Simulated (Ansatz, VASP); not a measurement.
**One calculation of Cu, two programs**

```xyz
2
Lattice="2.4756 0.0000 0.0000 -1.2378 2.1439 0.0000 0.0000 0.0000 3.9560" Properties=species:S:1:pos:R:3 pbc="T T T"
Cu    0.0000    1.4293    0.9890
Cu    1.2378    0.7146    2.9670
```

Alike in both runs: task single point; functional PBE; k mesh 18 × 18 × 10; occupations gaussian, width 0.1 eV; no spin polarisation.

|  | VASP | Ansatz |
| --- | --- | --- |
| version | VASP 6.6.1 | Ansatz 0.2.0 |
| potentials or method | VASP PAW PBE potentials, release 64 (Cu), cutoff 520 eV | scalar-relativistic, plane waves, PAW |
| valence electrons in the cell | 22 | 38 |

Ansatz gave:

```
gap on the k mesh at the Fermi level (eV)                     : none
pressure (GPa)                                                : 25.6
traceless stress, the component that is largest in VASP (GPa) : 3.98
```

Which values does VASP return?

gap on the k mesh at the Fermi level (eV): none; pressure (GPa): 26.1; traceless stress, the component that is largest in VASP (GPa): 3.95.

A gap of «none» marks a metal or a gap that the smearing closes. VASP's potentials hold 22 valence electrons a cell and Ansatz's 38, so a difference there can come from the potentials and not from the codes.
